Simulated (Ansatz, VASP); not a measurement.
**One calculation of Zn, two programs**

INCAR

```
SYSTEM = Zn
PREC = Accurate
ENCUT = 520
EDIFF = 1E-6
ISMEAR = 0
SIGMA = 0.15
LREAL = .FALSE.
LASPH = .TRUE.
NELM = 80
ALGO = Fast
ISIF = 2
LWAVE = .FALSE.
LCHARG = .TRUE.
GGA = CA
LELF = .TRUE.
LVHAR = .TRUE.
NBANDS = 12
```

KPOINTS

```
regular mesh
0
G
  22 22 22
  0 0 0
```

File POSCAR:

```
Zn
1.0
   -0.9000362587      1.5694248499      1.5694248499
    1.5694248499     -0.9000362587      1.5694248499
    1.5694248499      1.5694248499     -0.9000362587
Zn
1
Direct
    0.0000000000      0.0000000000      0.0000000000
```

Input for Ansatz:

```yaml
crystal:
  lattice:
    - [-0.9000362587, 1.5694248499, 1.5694248499]
    - [1.5694248499, -0.9000362587, 1.5694248499]
    - [1.5694248499, 1.5694248499, -0.9000362587]
  atoms:
    - { symbol: Zn, position: [0.0, 0.0, 0.0] }
basis:
  ecutwfc: 520.0
kpoints:
  mp_grid: { grid: [22, 22, 22] }
hamiltonian:
  xc: lda
  pseudopotentials: { kind: paw }
scf:
  occupations: { method: gaussian, width: 0.15 }
output:
  forces: true
  stress: true
  eigenvalues: true
```

Alike in both runs: task single point; functional LDA; k mesh 22 × 22 × 22; occupations gaussian, width 0.15 eV; no spin polarisation.

|  | VASP | Ansatz |
| --- | --- | --- |
| version | VASP 6.6.1 | Ansatz 0.2.0 |
| potentials or method | VASP PAW LDA potentials, release 64 (Zn), cutoff 520 eV | scalar-relativistic, plane waves, PAW |
| valence electrons in the cell | 12 | 12 |

```csv
,VASP,Ansatz,Ansatz less VASP
gap on the k mesh at the Fermi level (eV),none,none,-
pressure (GPa),17.4,16.6,-0.85
"traceless stress, the component that is largest in VASP (GPa)",-2.09,-2.03,+0.060
```

LDA's correlation is that of Perdew and Zunger in VASP and of Perdew and Wang (1992) in Ansatz. A gap of «none» marks a metal or a gap that the smearing closes.
